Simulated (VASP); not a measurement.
# RbBr (Fm-3m) in VASP: notebook

RbBr is run at these levels: PBE; tasks: single point.

Everything below comes from runs of VASP 6.6.1. Logs are shortened: lines on timing, memory, paths and dates and some standing lists are left out, and cuts for length are marked.

## 1. The cell of the first run

Symmetry: Fm-3m, No. 225, cubic system. Conventional cell: a = 6.922 Å, b = 6.922 Å, c = 6.922 Å, α = 90.00°, β = 90.00°, γ = 90.00°. Within 4.5 Å of Rb (site symmetry m-3m) lie 6 Br at 3.46 Å. Br (site symmetry m-3m) has 6 Rb at 3.46 Å within 4.5 Å.

## 2. Single point, PBE

File INCAR:

```
PREC = Accurate
ENCUT = 500
EDIFF = 1E-6
ISMEAR = 0
SIGMA = 0.01
LREAL = False
LASPH = True
NELM = 120
ALGO = Normal
ISIF = 2
LWAVE = False
LCHARG = False
GGA = PE
NBANDS = 15
GGA_COMPAT = False
```

File KPOINTS:

```
Automatic mesh
0
Gamma
  2 2 2
```

File POSCAR:

```
RbBr
1.0
    0.0000000000      3.4608260907      3.4608260907
    3.4608260907      0.0000000000      3.4608260907
    3.4608260907      3.4608260907      0.0000000000
Rb Br
1 1
Direct
    0.0000000000      0.0000000000      0.0000000000
    0.5000000000      0.5000000000      0.5000000000
```

Potentials or basis: VASP PAW PBE potentials, release 64 (Rb_sv, Br).

On the command line:

```console
> cat potpaw_PBE.64/Rb_sv/POTCAR potpaw_PBE.64/Br/POTCAR > POTCAR
> mpirun -np 1 vasp_std > vasp.out
```

OUTCAR:

```text
PREC = Accurate
   ENCUT = 500
   EDIFF = 1E-6
   ISMEAR = 0
   LREAL = False
   LASPH = True
   NELM = 120
   ISIF = 2
   GGA = PE

 ion  position               nearest neighbor table
   1  0.000  0.000  0.000-   2 3.46   2 3.46   2 3.46   2 3.46   2 3.46   2 3.46
   2  0.500  0.500  0.500-   1 3.46   1 3.46   1 3.46   1 3.46   1 3.46   1 3.46

  LATTYP: Found a face centered cubic cell.
 ALAT       =     6.9216521814

  Lattice vectors:

 A1 = (   0.0000000000,   3.4608260907,   3.4608260907)
 A2 = (   3.4608260907,   0.0000000000,   3.4608260907)
 A3 = (   3.4608260907,   3.4608260907,   0.0000000000)

Analysis of symmetry for initial positions (statically):
=====================================================================
 Subroutine PRICEL returns:
 Original cell was already a primitive cell.

 Routine SETGRP: Setting up the symmetry group for a
 face centered cubic supercell.

 Subroutine GETGRP returns: Found 48 space group operations
 (whereof 48 operations were pure point group operations)
 out of a pool of 48 trial point group operations.

The static configuration has the point symmetry O_h .

Analysis of symmetry for dynamics (positions and initial velocities):
=====================================================================
 Subroutine PRICEL returns:
 Original cell was already a primitive cell.

 Routine SETGRP: Setting up the symmetry group for a
 face centered cubic supercell.

 Subroutine GETGRP returns: Found 48 space group operations
 (whereof 48 operations were pure point group operations)
 out of a pool of 48 trial point group operations.

The dynamic configuration has the point symmetry O_h .

 Subroutine INISYM returns: Found 48 space group operations
 (whereof 48 operations are pure point group operations),
 and found     1 'primitive' translations

----------------------------------------------------------------------------------------

                                     Primitive cell

  volume of cell :      82.9028

  direct lattice vectors                    reciprocal lattice vectors
     0.000000000  3.460826091  3.460826091    -0.144474177  0.144474177  0.144474177
     3.460826091  0.000000000  3.460826091     0.144474177 -0.144474177  0.144474177
     3.460826091  3.460826091  0.000000000     0.144474177  0.144474177 -0.144474177

  length of vectors
     4.894347194  4.894347194  4.894347194     0.250236614  0.250236614  0.250236614

  position of ions in fractional coordinates (direct lattice)
     0.000000000  0.000000000  0.000000000
     0.500000000  0.500000000  0.500000000

  ion indices of the primitive-cell ions
   primitive index   ion index
                 1           1
                 2           2

----------------------------------------------------------------------------------------

 KPOINTS: Automatic mesh

Automatic generation of k-mesh.
 Grid dimensions read from file:
 generate k-points for:    2    2    2

 Generating k-lattice:

  Cartesian coordinates                     Fractional coordinates (reciprocal lattice)
    -0.072237088  0.072237088  0.072237088     0.500000000  0.000000000  0.000000000
     0.072237088 -0.072237088  0.072237088     0.000000000  0.500000000  0.000000000
     0.072237088  0.072237088 -0.072237088     0.000000000  0.000000000  0.500000000

  Length of vectors
     0.125118307  0.125118307  0.125118307

  Shift w.r.t. Gamma in fractional coordinates (k-lattice)
     0.000000000  0.000000000  0.000000000

 Subroutine IBZKPT returns following result:
 ===========================================

 Found      3 irreducible k-points:

 Following reciprocal coordinates:
            Coordinates               Weight
  0.000000  0.000000  0.000000      1.000000
  0.500000  0.000000  0.000000      4.000000
  0.500000  0.500000  0.000000      3.000000
   k-points           NKPTS =      3   k-points in BZ     NKDIM =      3   number of bands    NBANDS=     15
   number of dos      NEDOS =    301   number of ions     NIONS =      2
   total plane-waves  NPLWV =  46656
   dimension x,y,z NGX =    36 NGY =   36 NGZ =   36
   dimension x,y,z NGXF=    72 NGYF=   72 NGZF=   72
   ions per type =               1   1
   NGX,Y,Z   is equivalent  to a cutoff of  12.23, 12.23, 12.23 a.u.
   NGXF,Y,Z  is equivalent  to a cutoff of  24.46, 24.46, 24.46 a.u.
 SYSTEM =  unknown system
   PREC   = accura    normal or accurate (medium, high low for compatibility)
   ISTART =      0    job   : 0-new  1-cont  2-samecut
   ICHARG =      2    charge: 1-file 2-atom 10-const
   ISPIN  =      1    spin polarized calculation?
   LNONCOLLINEAR =      F non collinear calculations
   LSORBIT =      F    spin-orbit coupling
   LASPH  =      T    aspherical Exc in radial PAW
   ENCUT  =  500.0 eV  36.75 Ry    6.06 a.u.   8.92  8.92  8.92*2*pi/ulx,y,z
   NELM   =    120;   NELMIN=  2; NELMDL= -5     # of ELM steps
   EDIFF  = 0.1E-05   stopping-criterion for ELM
   LREAL  =      F    real-space projection
   EDIFFG = 0.1E-04   stopping-criterion for IOM
   NSW    =      0    number of steps for IOM
   IBRION =     -1    ionic relax: 0-MD 1-quasi-New 2-CG
   NFREE  =      0    steps in history (QN), initial steepest desc. (CG)
   ISIF   =      2    stress and relaxation
   ISYM   =      2    0-nonsym 1-usesym 2-fastsym
   POTIM  = 0.5000    time-step for ionic-motion
   TEBEG  =    0.0;   TEEND  =   0.0 temperature during run
   PSTRESS=    0.0 pullay stress
   NELECT =      16.0000    total number of electrons
   NUPDOWN=      -1.0000    fix difference up-down
   EMIN   =  10.00;   EMAX   =-10.00  energy-range for DOS
   EFERMI =   0.00;   METHOD = LEGACY
   ISMEAR =     0;   SIGMA  =   0.01  broadening in eV -4-tet -1-fermi 0-gaus
   EFERMI_NEDOS =   21; number of points for ismear=-14 and -15
   IALGO  =     38    algorithm
   IMIX   =      4    mixing-type and parameters
     AMIX     =   0.40;   BMIX     =  1.00
     AMIX_MAG =   1.60;   BMIX_MAG =  1.00
  volume/ion in A,a.u.               =      41.45       279.73
  Fermi-wavevector in a.u.,A,eV,Ry     =   0.946074  1.787820 12.177973  0.895056
  Thomas-Fermi vector in A             =   2.074037
   LORBIT       =      0    0 simple, 1 ext, 2 COOP (PROOUT), +10 PAW based schemes
   GGA     = PE    functional components
   LHFCALC =     F    Hartree Fock is set to
   AEXX    =    0.0000 exact exchange contribution
   IVDW    =     0    specifies the selected vdW correction
   LEPSILON=     F    determine dielectric tensor
   LRPA    =     F    only Hartree local field effects (RPA)
 non-spin polarized calculation
 Gauss-broadening in eV      SIGMA  =   0.01
  energy-cutoff  :      500.00
  volume of cell :       82.90
 maximum number of plane-waves:      2120
 NGX is ok and might be reduce to    36
   NGX = 17   NGY = 17   NGZ = 17

 number of electron      15.9999997 magnetization

 Free energy of the ion-electron system (eV)
  ---------------------------------------------------
  ext. energy  EPLUGINS =         0.00000000
  ---------------------------------------------------
  free energy    TOTEN  =        -6.04579829 eV

  energy without entropy =       -6.04579829  energy(sigma->0) =       -6.04579829

 E-fermi :  -1.7042     XC(G=0):  -7.0970

 val. band max:       -1.8045595443   @ k =   0.0000   0.0000   0.0000
 cond. band min:       2.4536137551   @ k =   0.0000   0.0000   0.0000
 fundamental gap:      4.2581732994
 Fermi energy:        -1.7042208589

 k-point     1 :       0.0000    0.0000    0.0000
  band No.  band energies     occupation
      1     -26.3562      2.00000
      2     -13.9422      2.00000
      3     -10.4291      2.00000
      4     -10.4291      2.00000
      5     -10.4291      2.00000
      6      -1.8046      2.00000
      7      -1.8046      2.00000
      8      -1.8046      2.00000
      9       2.4536      0.00000
     10       5.4200      0.00000
     11       5.4200      0.00000
     12       5.4200      0.00000
     13       6.2840      0.00000
     14       6.2840      0.00000
     15       9.1015      0.00000

 k-point     2 :       0.5000    0.0000    0.0000
  band No.  band energies     occupation
      1     -26.3482      2.00000
      2     -13.9802      2.00000
      3     -10.4365      2.00000
      4     -10.4365      2.00000
      5     -10.3860      2.00000
      6      -2.7526      2.00000
      7      -2.1376      2.00000
      8      -2.1376      2.00000
      9       4.9052      0.00000
     10       5.7837      0.00000
     11       7.5416      0.00000
     12       7.5416      0.00000
     13       8.2298      0.00000
     14       8.2298      0.00000
     15       8.8327      0.00000

 k-point     3 :       0.5000    0.5000    0.0000
  band No.  band energies     occupation
      1     -26.3459      2.00000
      2     -13.8917      2.00000
      3     -10.5897      2.00000
      4     -10.4927      2.00000
      5     -10.4927      2.00000
      6      -2.2764      2.00000
      7      -1.9641      2.00000
      8      -1.9641      2.00000
      9       3.7969      0.00000
     10       5.1716      0.00000
     11       7.2346      0.00000
     12       7.2879      0.00000
     13       7.4621      0.00000
     14       8.8464      0.00000
     15       8.8464      0.00000

------------------------ aborting loop because EDIFF is reached ----------------------------------------

  FORCE on cell =-STRESS in cart. coord.  units (eV):
  Direction    XX          YY          ZZ          XY          YZ          ZX
  --------------------------------------------------------------------------------------
  -------------------------------------------------------------------------------------
  Total        0.4395178      0.4395178      0.4395178     -0.0000000     -0.0000000      0.0000000
  in kB        8.4941063      8.4941063      8.4941063     -0.0000000     -0.0000000      0.0000000
  external PRESSURE =       8.4941063 kB  Pullay stress =       0.0000000 kB

 VOLUME and BASIS-vectors are now :
 -----------------------------------------------------------------------------
  energy-cutoff  :      500.00
  volume of cell :       82.90
      direct lattice vectors                 reciprocal lattice vectors
     0.000000000  3.460826091  3.460826091    -0.144474177  0.144474177  0.144474177
     3.460826091  0.000000000  3.460826091     0.144474177 -0.144474177  0.144474177
     3.460826091  3.460826091  0.000000000     0.144474177  0.144474177 -0.144474177

 POSITION                                       TOTAL-FORCE (eV/Angst)
 -----------------------------------------------------------------------------------
      0.00000      0.00000      0.00000         0.000000     -0.000000      0.000000
      3.46083      3.46083      3.46083        -0.000000      0.000000     -0.000000
 -----------------------------------------------------------------------------------
    total drift:                                0.000000      0.000000      0.000000

  FREE ENERGIE OF THE ION-ELECTRON SYSTEM (eV)
  ---------------------------------------------------
  free  energy   TOTEN  =        -6.0457982876 eV

  energy  without entropy=       -6.0457982876  energy(sigma->0) =       -6.04579829
```

It took 13 s on 1 thread of Intel Xeon 8259CL, shared host; peak memory 0.19 GiB.

Results:

* Free energy: -6.0458 eV
* Pressure: 0.8 GPa
* Band gap on the k mesh: 4.26 eV

Caveat: the k points lie up to 0.79 Å⁻¹ apart.

## 3. Single point, PBE

File INCAR:

```
PREC = Accurate ; ENCUT = 500
EDIFF = 1E-6 ; ISMEAR = 0
SIGMA = 0.01 ; LREAL = False
LASPH = True ; NELM = 120
ALGO = Normal ; ISIF = 2
LWAVE = False ; LCHARG = True
GGA = PE ; LELF = True
LVHAR = True ; NBANDS = 15
GGA_COMPAT = False
```

File KPOINTS:

```
regular mesh
0
Gamma
  4 4 4
```

POSCAR is that of step 2.

Potentials or basis: VASP PAW PBE potentials, release 64 (Rb_sv, Br).

On the command line:

```console
> cat potpaw_PBE.64/Rb_sv/POTCAR potpaw_PBE.64/Br/POTCAR > POTCAR
> mpirun -np 1 vasp_std > vasp.out
```

It took 21 s on 1 thread of Intel Xeon 8259CL, shared host; peak memory 0.2 GiB.

Results (log left out):

```
Free energy            : -6.1091 eV
Pressure               : 0.6 GPa
Band gap on the k mesh : 4.29 eV
```

Levels at points of the mesh, in eV from the valence-band top:
```tsv
k point	band 4	band 5	band 6	band 7	band 8	band 9	band 10	band 11	band 12	band 13
(0.00, 0.00, 0.00)	-8.55	-8.55	0.00	0.00	0.00	4.29	7.27	7.27	7.27	8.14
(0.50, 0.00, 0.00)	-8.56	-8.51	-0.94	-0.33	-0.33	6.74	7.61	9.40	9.40	10.07
(0.50, 0.50, 0.00)	-8.62	-8.62	-0.47	-0.16	-0.16	5.64	7.02	9.05	9.15	9.32
```
